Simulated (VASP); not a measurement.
# Fe2O3 (R-3c) in VASP: further runs

The runs below take Fe2O3 through single point, with PBE+U.

Program: VASP 6.6.1. These are calculated values, not measurements. Logs are shortened: lines on timing, memory, paths and dates and some standing lists are left out, and cuts for length are marked.

## (1) The cell of the first run

The structure is trigonal, space group R-3c (No. 167). The conventional cell has a = 5.170 Å, b = 5.170 Å, c = 13.940 Å, α = 90.00°, β = 90.00°, γ = 120.00°. Within 2.6 Å of Fe (site symmetry 3) lie 6 O at 2.00 to 2.15 Å. O (site symmetry 2) has 4 Fe at 2.00 to 2.15 Å within 2.6 Å.

## (2) Single point, PBE+U, collinear spin, antiferromagnetic start

Input file INCAR:

```
PREC = Accurate
ENCUT = 520
EDIFF = 1E-7
ISMEAR = 0
SIGMA = 0.05
LREAL = False
LASPH = True
NELM = 150
ALGO = Normal
ISIF = 2
LWAVE = False
LCHARG = False
ISPIN = 2
MAGMOM = 5 -5 -5 5 0 0 0 0 0 0
LORBIT = 11
LMAXMIX = 4
LDAU = True
LDAUTYPE = 2
LDAUL = 2 -1
LDAUU = 4 0
LDAUJ = 0 0
LDAUPRINT = 1
GGA = PE
NBANDS = 49
```

Input file KPOINTS:

```
regular mesh
0
Gamma
  4 4 4
```

Input file POSCAR:

```
Fe2O3
1.0
    2.5847951765      1.4923321910      4.6467741358
   -2.5847951765      1.4923321910      4.6467741358
    0.0000000000     -2.9846643819      4.6467741358
Fe O
4 6
Direct
    0.3549336527      0.3549336527      0.3549336527
    0.1450663473      0.1450663473      0.1450663473
    0.6450663473      0.6450663473      0.6450663473
    0.8549336527      0.8549336527      0.8549336527
    0.5536335342      0.9463664658      0.2500000000
    0.2500000000      0.5536335342      0.9463664658
    0.9463664658      0.2500000000      0.5536335342
    0.4463664658      0.0536335342      0.7500000000
    0.7500000000      0.4463664658      0.0536335342
    0.0536335342      0.7500000000      0.4463664658
```

Potentials or basis: VASP PAW PBE potentials, release 64 (Fe, O).

Command:

```
$ cat potpaw_PBE.64/Fe/POTCAR potpaw_PBE.64/O/POTCAR > POTCAR
$ mpirun -np 1 vasp_std > vasp.out
```

OUTCAR:

```text
PREC = Accurate
   ENCUT = 520
   EDIFF = 1E-7
   ISMEAR = 0
   LREAL = False
   LASPH = True
   NELM = 150
   ISIF = 2
   ISPIN = 2
   LORBIT = 11
   GGA = PE

 ion  position               nearest neighbor table
   1  0.355  0.355  0.355-  10 2.00   8 2.00   9 2.00   5 2.15   6 2.15   7 2.15   2 2.93   3 3.04
                             3 3.04   3 3.04
   2  0.145  0.145  0.145-   9 2.00   8 2.00  10 2.00   5 2.15   7 2.15   6 2.15   1 2.93   4 3.04
                             4 3.04   4 3.04
   3  0.645  0.645  0.645-   7 2.00   5 2.00   6 2.00   8 2.15   9 2.15  10 2.15   4 2.93   1 3.04
                             1 3.04   1 3.04
   4  0.855  0.855  0.855-   6 2.00   5 2.00   7 2.00   8 2.15  10 2.15   9 2.15   3 2.93   2 3.04
                             2 3.04   2 3.04
   5  0.554  0.946  0.250-   3 2.00   4 2.00   1 2.15   2 2.15
   6  0.250  0.554  0.946-   4 2.00   3 2.00   1 2.15   2 2.15
   7  0.946  0.250  0.554-   3 2.00   4 2.00   2 2.15   1 2.15
   8  0.446  0.054  0.750-   1 2.00   2 2.00   3 2.15   4 2.15
   9  0.750  0.446  0.054-   2 2.00   1 2.00   3 2.15   4 2.15
  10  0.054  0.750  0.446-   1 2.00   2 2.00   4 2.15   3 2.15

  LATTYP: Found a trigonal (rhomboedric) cell.
 ALAT       =     5.5227467208
 COS(alpha) =     0.5619012522

  Lattice vectors:

 A1 = (   2.5847951765,   1.4923321910,   4.6467741358)
 A2 = (  -2.5847951765,   1.4923321910,   4.6467741358)
 A3 = (   0.0000000000,  -2.9846643819,   4.6467741358)

Analysis of symmetry for initial positions (statically):
=====================================================================
 Subroutine PRICEL returns:
 Original cell was already a primitive cell.

 Routine SETGRP: Setting up the symmetry group for a
 trigonal (rhombohedral) supercell.

 Subroutine GETGRP returns: Found 12 space group operations
 (whereof  6 operations were pure point group operations)
 out of a pool of 12 trial point group operations.

The static configuration has the point symmetry S_6 .
 The point group associated with its full space group is D_3d.

Analysis of symmetry for dynamics (positions and initial velocities):
=====================================================================
 Subroutine PRICEL returns:
 Original cell was already a primitive cell.

 Routine SETGRP: Setting up the symmetry group for a
 trigonal (rhombohedral) supercell.

 Subroutine GETGRP returns: Found 12 space group operations
 (whereof  6 operations were pure point group operations)
 out of a pool of 12 trial point group operations.

The dynamic configuration has the point symmetry S_6 .
 The point group associated with its full space group is D_3d.

Analysis of structural, dynamic, and magnetic symmetry:
=====================================================================
 Subroutine PRICEL returns:
 Original cell was already a primitive cell.

 Routine SETGRP: Setting up the symmetry group for a
 trigonal (rhombohedral) supercell.

 Subroutine GETGRP returns: Found 12 space group operations
 (whereof  6 operations were pure point group operations)
 out of a pool of 12 trial point group operations.

The overall configuration has the point symmetry S_6 .
 The point group associated with its full space group is D_3d.

 Subroutine INISYM returns: Found 12 space group operations
 (whereof  6 operations are pure point group operations),
 and found     1 'primitive' translations

----------------------------------------------------------------------------------------

                                     Primitive cell

  volume of cell :     107.5460

  direct lattice vectors                    reciprocal lattice vectors
     2.584795177  1.492332191  4.646774136     0.193438925  0.111682015  0.071734352
[... 118 lines left out ...]
   J (eV)           for each species LDAUJ =   0.0  0.0
   GGA     = PE    functional components
   LHFCALC =     F    Hartree Fock is set to
   AEXX    =    0.0000 exact exchange contribution
   IVDW    =     0    specifies the selected vdW correction
   LEPSILON=     F    determine dielectric tensor
   LRPA    =     F    only Hartree local field effects (RPA)
 spin polarized calculation
 Gauss-broadening in eV      SIGMA  =   0.05
  energy-cutoff  :      520.00
  volume of cell :      107.55
 maximum number of plane-waves:      2940
 NGX is ok and might be reduce to    42
   NGX = 21   NGY = 21   NGZ = 21

 number of electron      67.9999990 magnetization      -0.0000000

atom =   1  type =  1  l = 2

 onsite density matrix

spin component  1
[... 116 lines left out ...]
  o =  0.0805  v =  0.0000  0.0000  0.0000  0.0000  0.0000  0.2774  0.3847 -0.0000 -0.4726  0.7428      0.0000  0.0000  0.0000  0.0000  0.0000  0.0000  0.0000  0.0000  0.0000  0.0000
  o =  0.0805  v =  0.0000  0.0000  0.0000  0.0000  0.0000  0.7428  0.4726  0.0000  0.3847 -0.2774      0.0000  0.0000  0.0000  0.0000  0.0000  0.0000  0.0000  0.0000  0.0000  0.0000
  o =  0.0814  v =  0.0000  0.0000  0.0000  0.0000  0.0000  0.0000  0.0000  1.0000 -0.0000  0.0000      0.0000  0.0000  0.0000  0.0000  0.0000  0.0000  0.0000  0.0000  0.0000  0.0000
  o =  0.2761  v =  0.0000  0.0000  0.0000  0.0000  0.0000  0.3743 -0.2611 -0.0000 -0.7487 -0.4808      0.0000  0.0000  0.0000  0.0000  0.0000  0.0000  0.0000  0.0000  0.0000  0.0000
  o =  0.2761  v =  0.0000  0.0000  0.0000  0.0000  0.0000 -0.4808  0.7487 -0.0000 -0.2611 -0.3743      0.0000  0.0000  0.0000  0.0000  0.0000  0.0000  0.0000  0.0000  0.0000  0.0000
  o =  0.9759  v = -0.3602 -0.3403  0.0000  0.5321 -0.6865  0.0000  0.0000  0.0000  0.0000  0.0000      0.0000  0.0000  0.0000  0.0000  0.0000  0.0000  0.0000  0.0000  0.0000  0.0000
  o =  0.9759  v = -0.6865 -0.5321 -0.0000 -0.3403  0.3602  0.0000  0.0000  0.0000  0.0000  0.0000      0.0000  0.0000  0.0000  0.0000  0.0000  0.0000  0.0000  0.0000  0.0000  0.0000
  o =  0.9786  v =  0.0000  0.0000  1.0000 -0.0000  0.0000  0.0000  0.0000  0.0000  0.0000  0.0000      0.0000  0.0000  0.0000  0.0000  0.0000  0.0000  0.0000  0.0000  0.0000  0.0000
  o =  1.0319  v =  0.3037 -0.3131 -0.0000 -0.7093 -0.5538  0.0000  0.0000  0.0000  0.0000  0.0000      0.0000  0.0000  0.0000  0.0000  0.0000  0.0000  0.0000  0.0000  0.0000  0.0000
  o =  1.0319  v = -0.5538  0.7093 -0.0000 -0.3131 -0.3037  0.0000  0.0000  0.0000  0.0000  0.0000      0.0000  0.0000  0.0000  0.0000  0.0000  0.0000  0.0000  0.0000  0.0000  0.0000

 number of electron      67.9999990 magnetization       0.0000000

 Free energy of the ion-electron system (eV)
  ---------------------------------------------------
  ext. energy  EPLUGINS =         0.00000000
  ---------------------------------------------------
  free energy    TOTEN  =       -67.98501011 eV

  energy without entropy =      -67.98501011  energy(sigma->0) =      -67.98501011

 E-fermi :   3.2891     XC(G=0): -11.2498

 val. band max:        3.0052534016   @ k =   0.0000   0.0000   0.0000
 cond. band min:       4.7755460928   @ k =   0.5000   0.2500  -0.0000
 fundamental gap:      1.7702926912
 Fermi energy:         3.2890881292

 spin component 1

 k-point     1 :       0.0000    0.0000    0.0000
  band No.  band energies     occupation
      1     -15.2499      1.00000
      2     -13.8651      1.00000
      3     -13.8651      1.00000
      4     -13.8363      1.00000
      5     -13.7335      1.00000
      6     -13.7335      1.00000
[... 626 lines left out ...]
     45      10.1302      0.00000
     46      10.1302      0.00000
 Fermi energy:         3.2890881292

 spin component 2

 k-point     1 :       0.0000    0.0000    0.0000
  band No.  band energies     occupation
      1     -15.2499      1.00000
      2     -13.8651      1.00000
      3     -13.8651      1.00000
      4     -13.8363      1.00000
      5     -13.7335      1.00000
      6     -13.7335      1.00000
[... 626 lines left out ...]
     45      10.1302      0.00000
     46      10.1302      0.00000
 [bands above 46 left out]

------------------------ aborting loop because EDIFF is reached ----------------------------------------

  FORCE on cell =-STRESS in cart. coord.  units (eV):
  Direction    XX          YY          ZZ          XY          YZ          ZX
  --------------------------------------------------------------------------------------
  -------------------------------------------------------------------------------------
  Total       -4.8463573     -4.8463573     -3.1832691      0.0000000     -0.0000000      0.0000000
  in kB      -72.1990626    -72.1990626    -47.4230493      0.0000000     -0.0000000      0.0000000
  external PRESSURE =     -63.9403915 kB  Pullay stress =       0.0000000 kB

 VOLUME and BASIS-vectors are now :
 -----------------------------------------------------------------------------
  energy-cutoff  :      520.00
  volume of cell :      107.55
      direct lattice vectors                 reciprocal lattice vectors
     2.584795177  1.492332191  4.646774136     0.193438925  0.111682015  0.071734352
    -2.584795177  1.492332191  4.646774136    -0.193438925  0.111682015  0.071734352
     0.000000000 -2.984664382  4.646774136     0.000000000 -0.223364031  0.071734352

 POSITION                                       TOTAL-FORCE (eV/Angst)
 -----------------------------------------------------------------------------------
      0.00000      0.00000      4.94789        -0.000000      0.000000      0.183762
      0.00000      0.00000      2.02227        -0.000000     -0.000000     -0.183762
      0.00000      0.00000      8.99243        -0.000000     -0.000000     -0.183762
      0.00000      0.00000     11.91805        -0.000000      0.000000      0.183762
     -1.01513      1.49233      8.13185         0.222477      0.000000      0.000000
     -0.78483     -1.62530      8.13185        -0.111239      0.192671      0.000000
      1.79996      0.13297      8.13185        -0.111239     -0.192671      0.000000
      1.01513     -1.49233      5.80847        -0.222477      0.000000      0.000000
      0.78483      1.62530      5.80847         0.111239     -0.192671      0.000000
     -1.79996     -0.13297      5.80847         0.111239      0.192671      0.000000
 -----------------------------------------------------------------------------------
    total drift:                                0.000000     -0.000000     -0.000000

  FREE ENERGIE OF THE ION-ELECTRON SYSTEM (eV)
  ---------------------------------------------------
  free  energy   TOTEN  =       -67.9850101111 eV

  energy  without entropy=      -67.9850101111  energy(sigma->0) =      -67.98501011

 total charge

# of ion       s       p       d       tot
------------------------------------------
    1        0.359   0.490   5.766   6.614
    2        0.359   0.490   5.766   6.614
    3        0.359   0.490   5.766   6.614
    4        0.359   0.490   5.766   6.614
    5        1.561   3.446   0.000   5.007
    6        1.561   3.446   0.000   5.007
    7        1.561   3.446   0.000   5.007
    8        1.561   3.446   0.000   5.007
    9        1.561   3.446   0.000   5.007
   10        1.561   3.446   0.000   5.007
--------------------------------------------------
tot         10.804  22.633  23.064  56.501

 magnetization (x)

# of ion       s       p       d       tot
------------------------------------------
    1        0.019   0.029   4.195   4.243
    2       -0.019  -0.029  -4.195  -4.243
    3       -0.019  -0.029  -4.195  -4.243
    4        0.019   0.029   4.195   4.243
    5        0.000   0.000   0.000   0.000
    6        0.000   0.000   0.000   0.000
    7        0.000   0.000   0.000   0.000
    8        0.000   0.000   0.000   0.000
    9        0.000   0.000   0.000   0.000
   10        0.000   0.000   0.000   0.000
--------------------------------------------------
tot          0.000   0.000   0.000   0.000
```

It took 7.4 min on 1 thread of Intel Xeon 8259CL, shared host; peak memory 0.37 GiB.

What came out:

```
Free energy                                           : -67.9850 eV
Pressure                                              : -6.4 GPa
Largest force                                         : 0.222 eV/Å
Band gap on the k mesh                                : 1.77 eV (least direct gap 1.93 eV)
Net moment                                            : 0.00 μB per cell
Site moments                                          : Fe +4.24, -4.24 (each value once); O +0.00 μB
Valence electrons inside the program's atomic spheres : Fe 6.61; O 5.01
```

Forces on the atoms (eV/Å):
```
Fe   0.000  0.000  0.184
Fe   0.000  0.000 -0.184
Fe   0.000  0.000 -0.184
Fe   0.000  0.000  0.184
O    0.222  0.000  0.000
O   -0.111  0.193  0.000
O   -0.111 -0.193  0.000
O   -0.222  0.000  0.000
O    0.111 -0.193  0.000
O    0.111  0.193  0.000
```

Levels at points of the mesh, in eV from the valence-band top:
Spin up:
| k point | band 32 | band 33 | band 34 | band 35 | band 36 | band 37 |
| --- | --- | --- | --- | --- | --- | --- |
| (0.00, 0.00, 0.00) | -0.68 | 0.00 | 0.00 | 1.93 | 1.93 | 2.03 |
| (0.50, 0.00, 0.00) | -0.70 | -0.52 | -0.52 | 1.91 | 1.91 | 2.15 |
| (0.50, 0.50, 0.00) | -0.83 | -0.80 | -0.09 | 1.86 | 1.98 | 2.06 |
| (0.50, 0.50, 0.50) | -0.69 | -0.69 | -0.69 | 2.20 | 2.20 | 2.24 |
Spin down:
```csv
k point,band 32,band 33,band 34,band 35,band 36,band 37
"(0.00, 0.00, 0.00)",-0.68,0.00,0.00,1.93,1.93,2.03
"(0.50, 0.00, 0.00)",-0.70,-0.52,-0.52,1.91,1.91,2.15
"(0.50, 0.50, 0.00)",-0.83,-0.80,-0.09,1.86,1.98,2.06
"(0.50, 0.50, 0.50)",-0.69,-0.69,-0.69,2.20,2.20,2.24
```

Eigenvalues of the final occupation matrices:
| site | spin | trace | eigenvalues |
| --- | --- | --- | --- |
| site 1 d | 1 | 4.99 | 0.98 0.98 0.98 1.03 1.03 |
| site 1 d | 2 | 0.79 | 0.08 0.08 0.08 0.28 0.28 |
| site 2 d | 1 | 0.79 | 0.08 0.08 0.08 0.28 0.28 |
| site 2 d | 2 | 4.99 | 0.98 0.98 0.98 1.03 1.03 |
| site 3 d | 1 | 0.79 | 0.08 0.08 0.08 0.28 0.28 |
| site 3 d | 2 | 4.99 | 0.98 0.98 0.98 1.03 1.03 |
| site 4 d | 1 | 4.99 | 0.98 0.98 0.98 1.03 1.03 |
| site 4 d | 2 | 0.79 | 0.08 0.08 0.08 0.28 0.28 |

Caveat: the cell stands under tension. A k mesh can miss the band edges.

## (3) Single point, PBE+U, collinear spin, antiferromagnetic start

Input file INCAR:

```
SYSTEM = Fe2O3
  PREC = Accurate
  ENCUT = 520
  EDIFF = 1E-6
  ISMEAR = 0
  SIGMA = 0.05
  LREAL = .FALSE.
  LASPH = .TRUE.
  NELM = 150
  ALGO = Normal
  ISIF = 2
  LWAVE = .FALSE.
  LCHARG = .FALSE.
  ISPIN = 2
  MAGMOM = 5 5 -5 -5 0 0 0 0 0 0
  LORBIT = 11
  LMAXMIX = 4
  LDAU = .TRUE.
  LDAUTYPE = 2
  LDAUL = 2 -1
  LDAUU = 4 0
  LDAUJ = 0 0
  LDAUPRINT = 1
  GGA = PE
  NBANDS = 49
```

Input file KPOINTS:

```
regular mesh
0
G
  4 4 4
  0 0 0
```

POSCAR is that of step 2.

Potentials or basis: VASP PAW PBE potentials, release 64 (Fe, O).

Command:

```
$ cat potpaw_PBE.64/Fe/POTCAR potpaw_PBE.64/O/POTCAR > POTCAR
$ mpirun -np 1 vasp_std > vasp.out
```

Wall time 5.8 min (1 thread of Intel Xeon 8259CL, shared host); peak memory 0.37 GiB.

It converged, with:

```yaml
Free_energy: -68.1594 eV
Pressure: -6.6 GPa
Largest_force: 0.262 eV/Å
Band_gap_on_the_k_mesh: 1.77 eV (least direct gap 1.89 eV)
Net_moment: 0.00 μB per cell
Site_moments: Fe +4.22, -4.22 (each value once); O -0.06, +0.06 (each value once) μB
Valence_electrons_inside_the_program's_atomic_spheres: Fe 6.62; O 5.01
```

Forces in eV/Å, atoms in the order of the input:
```
Fe   0.000  0.000 -0.262
Fe   0.000  0.000  0.262
Fe   0.000  0.000  0.262
Fe   0.000  0.000 -0.262
O   -0.076  0.000  0.000
O    0.038 -0.066  0.000
O    0.038  0.066  0.000
O    0.076  0.000  0.000
O   -0.038  0.066  0.000
O   -0.038 -0.066  0.000
```

Levels at points of the mesh, in eV from the valence-band top:
Spin up:
| k point | band 30 | band 31 | band 32 | band 33 | band 34 | band 35 | band 36 | band 37 | band 38 | band 39 |
| --- | --- | --- | --- | --- | --- | --- | --- | --- | --- | --- |
| (0.00, 0.00, 0.00) | -0.73 | -0.56 | -0.56 | -0.40 | -0.40 | 1.77 | 2.15 | 2.15 | 2.33 | 2.33 |
| (0.50, 0.00, 0.00) | -1.10 | -1.08 | -1.07 | -0.48 | -0.32 | 1.93 | 1.96 | 2.14 | 2.17 | 2.48 |
| (0.50, 0.50, 0.00) | -1.38 | -1.26 | -0.95 | -0.87 | -0.17 | 1.77 | 2.00 | 2.11 | 2.22 | 2.26 |
| (0.50, 0.50, 0.50) | -1.54 | -1.14 | -1.14 | -0.19 | -0.19 | 1.94 | 1.94 | 2.11 | 2.13 | 2.13 |
Spin down:
```
           k point  band 31  band 32  band 33  band 34  band 35  band 36  band 37  band 38
(0.00, 0.00, 0.00)    -0.56    -0.56    -0.40    -0.40     1.77     2.15     2.15     2.33
(0.50, 0.00, 0.00)    -1.08    -1.07    -0.48    -0.32     1.93     1.96     2.14     2.17
(0.50, 0.50, 0.00)    -1.26    -0.95    -0.87    -0.17     1.77     2.00     2.11     2.22
(0.50, 0.50, 0.50)    -1.14    -1.14    -0.19    -0.19     1.94     1.94     2.11     2.13
```

Eigenvalues of the final occupation matrices:
```
    site  spin  trace               eigenvalues
site 1 d     1   4.99  0.98 0.98 0.98 1.03 1.03
site 1 d     2   0.80  0.07 0.07 0.09 0.28 0.28
site 2 d     1   4.99  0.98 0.98 0.98 1.03 1.03
site 2 d     2   0.80  0.07 0.07 0.09 0.28 0.28
site 3 d     1   0.80  0.07 0.07 0.09 0.28 0.28
site 3 d     2   4.99  0.98 0.98 0.98 1.03 1.03
site 4 d     1   0.80  0.07 0.07 0.09 0.28 0.28
site 4 d     2   4.99  0.98 0.98 0.98 1.03 1.03
```

Caveat: the cell stands under tension.
